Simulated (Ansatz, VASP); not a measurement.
ZrTl2F: VASP beside Ansatz

```
Zr Tl F
1.0
    -3.00763    3.00763    2.73972
     3.00763   -3.00763    2.73972
     3.00763    3.00763   -2.73972
Zr Tl F
1 2 1
Direct
  0.50000 0.50000 0.00000
  0.50000 0.00000 0.50000
  0.00000 0.50000 0.50000
  0.00000 0.00000 0.00000
```

Alike in both runs: functional PBE; k mesh 12 × 12 × 12; occupations gaussian, width 0.1 eV; no spin polarisation.

Ansatz relaxed the structure, and its values are those at the end. VASP's run is a single point on that final structure, the one shown.

|  | VASP | Ansatz |
| --- | --- | --- |
| version | VASP 6.6.1 | Ansatz 0.2.0 |
| potentials or method | VASP PAW PBE potentials, release 64 (Zr_sv, Tl_d, F), cutoff 520 eV | scalar-relativistic, plane waves, PAW |
| valence electrons in the cell | 45 | 45 |

```csv
,VASP,Ansatz,Ansatz less VASP
gap on the k mesh at the Fermi level (eV),none,none,-
pressure (GPa),-0.1,0.0,+0.10
```

A gap of «none» marks a metal or a gap that the smearing closes. The functional is the same, so the differences come from potentials, cutoffs and numerics.

Spin-orbit coupling is off throughout.
